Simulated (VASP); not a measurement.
# Rh in VASP: further runs, part 2 of 2

VASP 6.6.1. The steps go on from the part before.

## (4) Electric field gradients, PBEsol (equal xy, yz and zx shear strains of +3 %)

Contents of INCAR:

```
SYSTEM = Rh
PREC     = Accurate       ! precision mode
ENCUT    = 520            ! plane-wave cutoff, eV
EDIFF    = 1E-8           ! SCF threshold, eV
ISMEAR   = -1             ! smearing method
SIGMA    = 0.08           ! smearing width, eV
LREAL    = .False.        ! projectors in reciprocal space
LASPH    = .True.         ! aspherical terms in the spheres
NELM     = 60             ! most SCF steps
ALGO     = Normal         ! electronic algorithm
ISIF     = 2              ! what is computed and relaxed
LWAVE    = .False.        ! write WAVECAR
LCHARG   = .False.        ! write CHGCAR
GGA      = PS             ! functional
LEFG     = .True.       
NBANDS   = 14             ! bands
```

Contents of KPOINTS:

```
Automatic mesh
0
Gamma
  16 16 16
  0 0 0
```

Contents of POSCAR:

```
Rh
1.0
    0.0570465000      1.9300732500      1.9300732500
    1.9300732500      0.0570465000      1.9300732500
    1.9300732500      1.9300732500      0.0570465000
Rh
1
Direct
    0.0000000000      0.0000000000      0.0000000000
```

Potentials or basis: VASP PAW PBE potentials, release 64 (Rh_pv).

Launch:

```
cat potpaw_PBE.64/Rh_pv/POTCAR > POTCAR
mpirun -np 1 vasp_std > vasp.out
```

OUTCAR:

```text
SYSTEM = Rh
   PREC = Accurate
   ENCUT = 520
   EDIFF = 1E-8
   ISMEAR = -1
   LREAL = .False.
   LASPH = .True.
   NELM = 60
   ISIF = 2
   GGA = PS

 ion  position               nearest neighbor table
   1  0.000  0.000  0.000-

  LATTYP: Found a trigonal (rhomboedric) cell.
 ALAT       =     2.7301318290
 COS(alpha) =     0.5293254421

  Lattice vectors:

 A1 = (   0.0570465000,   1.9300732500,   1.9300732500)
 A2 = (   1.9300732500,   0.0570465000,   1.9300732500)
 A3 = (   1.9300732500,   1.9300732500,   0.0570465000)

Analysis of symmetry for initial positions (statically):
=====================================================================
 Subroutine PRICEL returns:
 Original cell was already a primitive cell.

 Routine SETGRP: Setting up the symmetry group for a
 trigonal (rhombohedral) supercell.

 Subroutine GETGRP returns: Found 12 space group operations
[... 588 lines left out ...]

 VOLUME and BASIS-vectors are now :
 -----------------------------------------------------------------------------
  energy-cutoff  :      520.00
  volume of cell :       13.74
      direct lattice vectors                 reciprocal lattice vectors
     0.057046500  1.930073250  1.930073250    -0.270835189  0.263060016  0.263060016
     1.930073250  0.057046500  1.930073250     0.263060016 -0.270835189  0.263060016
     1.930073250  1.930073250  0.057046500     0.263060016  0.263060016 -0.270835189

 POSITION                                       TOTAL-FORCE (eV/Angst)
 -----------------------------------------------------------------------------------
      0.00000      0.00000      0.00000        -0.000000      0.000000     -0.000000
 -----------------------------------------------------------------------------------
    total drift:                                0.000000      0.000000      0.000000

  FREE ENERGIE OF THE ION-ELECTRON SYSTEM (eV)
  ---------------------------------------------------
  free  energy   TOTEN  =        -8.1261339906 eV

  energy  without entropy=       -8.0966035210  energy(sigma->0) =       -8.11136876

 Electric field gradients (V/A^2)
---------------------------------------------------------------------
 ion       V_xx      V_yy      V_zz      V_xy      V_xz      V_yz
---------------------------------------------------------------------
   1      -0.000     0.000    -0.000     2.389     2.389     2.389
---------------------------------------------------------------------

 Electric field gradients after diagonalization (V/A^2)
 (convention: |V_zz| > |V_xx| > |V_yy|)
----------------------------------------------------------------------
 ion       V_xx      V_yy      V_zz     asymmetry (V_yy - V_xx)/ V_zz
----------------------------------------------------------------------
   1      -2.389    -2.389     4.778       0.000
----------------------------------------------------------------------

           NMR quadrupolar parameters

 Cq : quadrupolar parameter    Cq=e*Q*V_zz/h
 eta: asymmetry parameters     (V_yy - V_xx)/ V_zz
 Q  : nuclear electric quadrupole moment in mb (millibarn)
----------------------------------------------------------------------
 ion       Cq(MHz)       eta       Q (mb)
----------------------------------------------------------------------
   1       0.012       0.000       1.000
----------------------------------------------------------------------
```

Wall time 38 s (1 thread of Intel Xeon Platinum 8488C (Sapphire Rapids), shared host); peak memory 0.18 GiB.

Results:

- Free energy: -8.1261 eV
- Pressure: -4.0 GPa

Stress tensor (GPa, compression positive):
```
-3.99 -5.76 -5.76
-5.76 -3.99 -5.76
-5.76 -5.76 -3.99
```

Levels at points of the mesh, in eV from the Fermi level:
| k point | band 5 | band 6 | band 7 | band 8 | band 9 | band 10 |
| --- | --- | --- | --- | --- | --- | --- |
| (0.00, 0.00, 0.00) | -3.45 | -2.94 | -2.94 | -0.94 | -0.94 | 15.90 |
| (0.50, 0.00, 0.00) | -3.50 | -2.86 | 0.43 | 0.80 | 0.82 | 8.85 |
| (0.50, 0.50, 0.00) | -5.98 | 0.52 | 1.00 | 1.06 | 3.20 | 12.25 |
| (0.50, 0.50, 0.50) | -3.10 | -3.10 | 0.22 | 0.51 | 0.51 | 7.93 |

Electric field gradients, principal values (V/Å²):
```csv
atom,least,middle,greatest (by size)
1 Rh,-2.389,-2.389,4.778
```

Caveat: the cell differs from its parent crystal (equal xy, yz and zx shear strains of +3 %); without QUAD_EFG the Cq values of the log hold for a quadrupole moment of 1 mb, not for the nuclei; the PAW data sets were made with another functional, which shifts forces and pressure a little.

## (5) Electric field gradients, PBEsol (equal xx and yy strain of -3 %)

Contents of INCAR:

```
SYSTEM = Rh
PREC = Accurate
ENCUT = 520
EDIFF = 1E-8
ISMEAR = -1
SIGMA = 0.08
LREAL = .FALSE.
LASPH = .TRUE.
NELM = 100
ALGO = Normal
ISIF = 2
LWAVE = .FALSE.
LCHARG = .FALSE.
GGA = PS
LEFG = .TRUE.
NBANDS = 14
```

Contents of KPOINTS:

```
Automatic mesh
0
G
  16 16 16
  0 0 0
```

Contents of POSCAR:

```
Rh
1.0
    0.0000000000      1.8445035000      1.9015500000
    1.8445035000      0.0000000000      1.9015500000
    1.8445035000      1.8445035000      0.0000000000
Rh
1
Direct
    0.0000000000      0.0000000000      0.0000000000
```

Potentials or basis: VASP PAW PBE potentials, release 64 (Rh_pv).

Launch:

```
cat potpaw_PBE.64/Rh_pv/POTCAR > POTCAR
mpirun -np 1 vasp_std > vasp.out
```

OUTCAR:

```text
SYSTEM = Rh
   PREC = Accurate
   ENCUT = 520
   EDIFF = 1E-8
   ISMEAR = -1
   LREAL = .FALSE.
   LASPH = .TRUE.
   NELM = 100
   ISIF = 2
   GGA = PS

 ion  position               nearest neighbor table
   1  0.000  0.000  0.000-

  LATTYP: Found a body centered tetragonal cell.
 ALAT       =     2.6085218655
 C/A-ratio  =     1.4579521262

  Lattice vectors:

 A1 = (  -1.8445035000,   0.0000000000,   1.9015500000)
 A2 = (   1.8445035000,   0.0000000000,   1.9015500000)
 A3 = (   0.0000000000,   1.8445035000,  -1.9015500000)

Analysis of symmetry for initial positions (statically):
[... 611 lines left out ...]

  FREE ENERGIE OF THE ION-ELECTRON SYSTEM (eV)
  ---------------------------------------------------
  free  energy   TOTEN  =        -8.1194785391 eV

  energy  without entropy=       -8.0926718236  energy(sigma->0) =       -8.10607518

 Electric field gradients (V/A^2)
---------------------------------------------------------------------
 ion       V_xx      V_yy      V_zz      V_xy      V_xz      V_yz
---------------------------------------------------------------------
   1      -1.187    -1.187     2.374     0.002     0.000     0.000
---------------------------------------------------------------------

 Electric field gradients after diagonalization (V/A^2)
 (convention: |V_zz| > |V_xx| > |V_yy|)
----------------------------------------------------------------------
 ion       V_xx      V_yy      V_zz     asymmetry (V_yy - V_xx)/ V_zz
----------------------------------------------------------------------
   1      -1.189    -1.185     2.374       0.001
----------------------------------------------------------------------

           NMR quadrupolar parameters

 Cq : quadrupolar parameter    Cq=e*Q*V_zz/h
 eta: asymmetry parameters     (V_yy - V_xx)/ V_zz
 Q  : nuclear electric quadrupole moment in mb (millibarn)
----------------------------------------------------------------------
 ion       Cq(MHz)       eta       Q (mb)
----------------------------------------------------------------------
   1       0.006       0.001       1.000
----------------------------------------------------------------------
```

OSZICAR:

```text
N       E                     dE             d eps       ncg     rms          rms(c)
DAV:   1     0.118000648646E+03    0.11800E+03   -0.86303E+03  9830   0.116E+03
DAV:   2    -0.720475650369E+01   -0.12521E+03   -0.11965E+03 10780   0.342E+02
DAV:   3    -0.872674772906E+01   -0.15220E+01   -0.15195E+01 11644   0.414E+01
DAV:   4    -0.873200734050E+01   -0.52596E-02   -0.52595E-02 10912   0.249E+00
DAV:   5    -0.873204976010E+01   -0.42420E-04   -0.42418E-04 11356   0.197E-01    0.129E+01
DAV:   6    -0.815182092005E+01    0.58023E+00   -0.91441E-01 10318   0.134E+01    0.435E+00
DAV:   7    -0.812463843815E+01    0.27182E-01   -0.27595E-02 11362   0.213E+00    0.184E+00
DAV:   8    -0.811979853897E+01    0.48399E-02   -0.55644E-03 10054   0.104E+00    0.320E-01
DAV:   9    -0.811947334563E+01    0.32519E-03   -0.25249E-04 10228   0.228E-01    0.305E-02
DAV:  10    -0.811947834538E+01   -0.49998E-05   -0.25350E-06 11032   0.181E-02    0.785E-03
DAV:  11    -0.811947862374E+01   -0.27836E-06   -0.57727E-07 10924   0.108E-02    0.405E-04
DAV:  12    -0.811947854782E+01    0.75917E-07   -0.78692E-09  7064   0.130E-03    0.651E-05
DAV:  13    -0.811947853905E+01    0.87698E-08   -0.54602E-10  5174   0.313E-04
   1 F= -.81194785E+01 E0= -.81060752E+01  d E =-.268067E-01
```

Wall time 44 s (1 thread of Intel Xeon Platinum 8259CL at 2.50GHz (Skylake/Cascade Lake), shared host); peak memory 0.17 GiB.

What came out:

```yaml
Free_energy: -8.1195 eV
Pressure: 14.4 GPa
```

Stress tensor (GPa, compression positive):
```
17.40  0.00  0.00
 0.00 17.40  0.00
 0.00  0.00  8.42
```

Electric field gradients, principal values (V/Å²):
```csv
atom,least,middle,greatest (by size)
1 Rh,-1.185,-1.189,2.374
```

Caveat: the cell differs from its parent crystal (equal xx and yy strain of -3 %); without QUAD_EFG the Cq values of the log hold for a quadrupole moment of 1 mb, not for the nuclei; the PAW data sets were made with another functional, which shifts forces and pressure a little.

## (6) Electric field gradients, PBEsol (equal xx and yy strain of -2 %)

Contents of INCAR:

```
PREC = Accurate
ENCUT = 520
EDIFF = 1E-8
ISMEAR = -1
SIGMA = 0.08
LREAL = F
LASPH = T
NELM = 80
ALGO = Normal
ISIF = 2
LWAVE = F
LCHARG = F
GGA = PS
LEFG = T
NBANDS = 14
```

Contents of KPOINTS:

```
Automatic mesh
0
Gamma
  16 16 16
```

Contents of POSCAR:

```
Rh
1.0
    0.0000000000      1.8635190000      1.9015500000
    1.8635190000      0.0000000000      1.9015500000
    1.8635190000      1.8635190000      0.0000000000
Rh
1
Direct
    0.0000000000      0.0000000000      0.0000000000
```

Potentials or basis: VASP PAW PBE potentials, release 64 (Rh_pv).

Launch:

```
cat potpaw_PBE.64/Rh_pv/POTCAR > POTCAR
mpirun -np 1 vasp_std > vasp.out
```

OUTCAR:

```text
PREC = Accurate
   ENCUT = 520
   EDIFF = 1E-8
   ISMEAR = -1
   LREAL = F
   LASPH = T
   NELM = 80
   ISIF = 2
   GGA = PS

 ion  position               nearest neighbor table
   1  0.000  0.000  0.000-

  LATTYP: Found a body centered tetragonal cell.
 ALAT       =     2.6354138435
 C/A-ratio  =     1.4430750636

  Lattice vectors:

 A1 = (  -1.8635190000,   0.0000000000,   1.9015500000)
 A2 = (   1.8635190000,   0.0000000000,   1.9015500000)
 A3 = (   0.0000000000,   1.8635190000,  -1.9015500000)

Analysis of symmetry for initial positions (statically):
=====================================================================
 Subroutine PRICEL returns:
 Original cell was already a primitive cell.

 Routine SETGRP: Setting up the symmetry group for a
 body centered tetragonal supercell.

 Subroutine GETGRP returns: Found 16 space group operations
 (whereof 16 operations were pure point group operations)
 out of a pool of 16 trial point group operations.

The static configuration has the point symmetry D_4h.

Analysis of symmetry for dynamics (positions and initial velocities):
=====================================================================
 Subroutine PRICEL returns:
 Original cell was already a primitive cell.

 Routine SETGRP: Setting up the symmetry group for a
 body centered tetragonal supercell.

 Subroutine GETGRP returns: Found 16 space group operations
 (whereof 16 operations were pure point group operations)
 out of a pool of 16 trial point group operations.

The dynamic configuration has the point symmetry D_4h.

 Subroutine INISYM returns: Found 16 space group operations
 (whereof 16 operations are pure point group operations),
[... 153 lines left out ...]
      4       4.1539      2.00000
      5       9.0626      2.00000
      6       9.2976      2.00000
      7       9.2976      2.00000
      8      11.3221      2.00000
      9      11.6081      1.99997
     10      28.4112      0.00000
     11      32.7673      0.00000
     12      33.6519      0.00000
     13      34.3087      0.00000
     14      34.3087      0.00000
[... 377 lines left out ...]
      1     -33.9711      2.00000
      2     -33.9214      2.00000
      3     -33.8918      2.00000
      4       4.5881      2.00000
      5       9.0609      2.00000
      6       9.2816      2.00000
      7       9.4519      2.00000
      8      11.3673      2.00000
      9      11.3905      2.00000
     10      29.0476      0.00000
     11      32.4707      0.00000
     12      32.7806      0.00000
     13      33.7927      0.00000
     14      35.2347      0.00000

 [... further k-points ...]
[... 5 lines left out ...]
  --------------------------------------------------------------------------------------
  -------------------------------------------------------------------------------------
  Total        0.7459126      0.7459126      0.2859979      0.0000000     -0.0000000      0.0000000
  in kB       90.4884453     90.4884453     34.6950898      0.0000000     -0.0000000      0.0000000
  external PRESSURE =      71.8906601 kB  Pullay stress =       0.0000000 kB

 VOLUME and BASIS-vectors are now :
 -----------------------------------------------------------------------------
  energy-cutoff  :      520.00
  volume of cell :       13.21
      direct lattice vectors                 reciprocal lattice vectors
     0.000000000  1.863519000  1.901550000    -0.268309580  0.268309580  0.262943388
     1.863519000  0.000000000  1.901550000     0.268309580 -0.268309580  0.262943388
     1.863519000  1.863519000  0.000000000     0.268309580  0.268309580 -0.262943388

 POSITION                                       TOTAL-FORCE (eV/Angst)
 -----------------------------------------------------------------------------------
      0.00000      0.00000      0.00000         0.000000      0.000000      0.000000
 -----------------------------------------------------------------------------------
    total drift:                                0.000000     -0.000000      0.000000

  FREE ENERGIE OF THE ION-ELECTRON SYSTEM (eV)
  ---------------------------------------------------
  free  energy   TOTEN  =        -8.1416326078 eV

  energy  without entropy=       -8.1139058983  energy(sigma->0) =       -8.12776925

 Electric field gradients (V/A^2)
---------------------------------------------------------------------
 ion       V_xx      V_yy      V_zz      V_xy      V_xz      V_yz
---------------------------------------------------------------------
   1      -0.825    -0.825     1.649     0.002     0.001     0.001
---------------------------------------------------------------------

 Electric field gradients after diagonalization (V/A^2)
 (convention: |V_zz| > |V_xx| > |V_yy|)
----------------------------------------------------------------------
 ion       V_xx      V_yy      V_zz     asymmetry (V_yy - V_xx)/ V_zz
----------------------------------------------------------------------
   1      -0.826    -0.823     1.649       0.002
----------------------------------------------------------------------

           NMR quadrupolar parameters

 Cq : quadrupolar parameter    Cq=e*Q*V_zz/h
 eta: asymmetry parameters     (V_yy - V_xx)/ V_zz
 Q  : nuclear electric quadrupole moment in mb (millibarn)
----------------------------------------------------------------------
 ion       Cq(MHz)       eta       Q (mb)
----------------------------------------------------------------------
   1       0.004       0.002       1.000
----------------------------------------------------------------------
```

OSZICAR:

```text
N       E                     dE             d eps       ncg     rms          rms(c)
DAV:   1     0.118567246935E+03    0.11857E+03   -0.86932E+03  9826   0.115E+03
DAV:   2    -0.722616017333E+01   -0.12579E+03   -0.12034E+03 11014   0.343E+02
DAV:   3    -0.875723110303E+01   -0.15311E+01   -0.15290E+01 11566   0.414E+01
DAV:   4    -0.876254483714E+01   -0.53137E-02   -0.53136E-02 11134   0.250E+00
DAV:   5    -0.876258912109E+01   -0.44284E-04   -0.44284E-04 11374   0.200E-01    0.122E+01
DAV:   6    -0.817143160664E+01    0.59116E+00   -0.95687E-01 10396   0.136E+01    0.400E+00
DAV:   7    -0.814667226983E+01    0.24759E-01   -0.25592E-02 11242   0.199E+00    0.175E+00
DAV:   8    -0.814192131767E+01    0.47510E-02   -0.52447E-03 10252   0.101E+00    0.285E-01
DAV:   9    -0.814162740830E+01    0.29391E-03   -0.24437E-04 10294   0.224E-01    0.296E-02
DAV:  10    -0.814163243754E+01   -0.50292E-05   -0.25202E-06 10978   0.180E-02    0.720E-03
DAV:  11    -0.814163269154E+01   -0.25399E-06   -0.56753E-07 11200   0.106E-02    0.391E-04
DAV:  12    -0.814163261734E+01    0.74198E-07   -0.82521E-09  6830   0.134E-03    0.621E-05
DAV:  13    -0.814163260781E+01    0.95279E-08   -0.53197E-10  5258   0.308E-04
   1 F= -.81416326E+01 E0= -.81277693E+01  d E =-.277267E-01
```

stdout:

```text
POSCAR found type information on POSCAR Rh
 POSCAR found :  1 types and       1 ions
 scaLAPACK will be used
 -----------------------------------------------------------------------------
|                                                                             |
|                                                                             |
|     You enforced a specific xc type in the INCAR file but a different       |
|     I HOPE YOU KNOW WHAT YOU ARE DOING!                                     |
|                                                                             |
 -----------------------------------------------------------------------------

 LDA part: xc-table for (Slater+PW92), standard interpolation
 POSCAR, INCAR and KPOINTS ok, starting setup
 FFT: planning ... GRIDC
 FFT: planning ... GRID_SOFT
 FFT: planning ... GRID
 WAVECAR not read
 entering main loop
ion   1
```

It took 50 s on 1 thread of Intel Xeon Platinum 8259CL at 2.50GHz (Skylake/Cascade Lake), shared host; peak memory 0.17 GiB.

Results:

```
Free energy : -8.1416 eV
Pressure    : 7.2 GPa
```

Stress tensor (GPa, compression positive):
```
9.05 0.00 0.00
0.00 9.05 0.00
0.00 0.00 3.47
```

Electric field gradients, principal values (V/Å²):
| atom | least | middle | greatest (by size) |
| --- | --- | --- | --- |
| 1 Rh | -0.823 | -0.826 | 1.649 |

Caveat: the cell differs from its parent crystal (equal xx and yy strain of -2 %); without QUAD_EFG the Cq values of the log hold for a quadrupole moment of 1 mb, not for the nuclei; the PAW data sets were made with another functional, which shifts forces and pressure a little.

## (7) Summary

| cell | gap on the mesh (eV) | pressure (GPa) |
| --- | --- | --- |
| a = 2.634 Å, angles 60.0°, 1 atom | none | 14.6 |
| a = 2.635 Å, angles 60.0°, 1 atom | none | 14.4 |
| a = 2.730 Å, angles 58.0°, 1 atom | none | -4.0 |
| a = 2.649, b = 2.649, c = 2.609 Å, angles 60.5, 60.5, 59.0°, 1 atom | none | 14.4 |
| a = 2.662, b = 2.662, c = 2.635 Å, angles 60.3, 60.3, 59.3°, 1 atom | none | 7.2 |

Alike in all rows: task electric field gradients; level PBEsol; potentials or basis VASP PAW PBE potentials, release 64 (Rh_pv); no spin polarisation; k mesh 16 × 16 × 16; cutoff (eV) 520; smearing fermi-dirac 0.08 eV.

Caveats: the PAW data sets were made with another functional, which shifts forces and pressure a little.

Absolute energies hang on the potentials; compare differences alone.
